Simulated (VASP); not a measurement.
The system is SnW2.

```
CELL_PARAMETERS angstrom
-1.78384 1.78384 4.37599
1.78384 -1.78384 4.37599
1.78384 1.78384 -4.37599
ATOMIC_POSITIONS crystal
Sn 0.00000 0.00000 0.00000
W 0.66500 0.66500 0.00000
W 0.33500 0.33500 0.00000
```

- Program: VASP 6.6.1
- Task: relaxation of cell and atoms
- Functional: PBE
- Potentials or basis: VASP PAW PBE potentials, release 64 (Sn_d, W_sv)
- Cutoff: 600 eV
- k mesh: 6 × 6 × 6
- Occupations: gaussian, width 0.1 eV
- Spin: no spin polarisation

At the start: pressure -9.4 GPa; volume 18.57 Å³/atom.

Problem. Where does the relaxation end?

Solution. Over 10 steps the energy falls by 163.8 meV/atom and the volume is 17.61 Å³/atom (-5.2 %); space group I4/mmm (No. 139, to 0.1 Å) before and after.

The path:
| step | energy change (eV) | largest force (eV/Å) | pressure (GPa) | volume (Å³) |
| --- | --- | --- | --- | --- |
| 1 | 0.0000 | 1.2933 | -9.38 | 55.70 |
| 2 | 0.1086 | 0.1455 | 29.23 | 47.35 |
| 3 | -0.1954 | 0.9513 | 4.71 | 51.71 |
| 4 | -0.4389 | 0.0948 | 4.68 | 51.64 |
| 5 | -0.4539 | 0.6885 | 6.05 | 51.54 |
| 6 | -0.3495 | 0.6178 | -11.68 | 56.37 |
| 7 | -0.4889 | 0.2006 | -0.75 | 53.10 |
| 8 | -0.4889 | 0.2134 | -0.57 | 53.05 |
| 9 | -0.4913 | 0.0794 | 0.18 | 52.76 |
| 10 | -0.4915 | 0.0139 | 0.00 | 52.82 |

Final structure:
```xyz
3
Lattice="-1.6641 1.6641 4.7686 1.6641 -1.6641 4.7686 1.6641 1.6641 -4.7686" Properties=species:S:1:pos:R:3 pbc="T T T"
Sn    0.0000    0.0000    0.0000
W     0.0000    0.0000    6.4660
W     0.0000    0.0000    3.0712
```
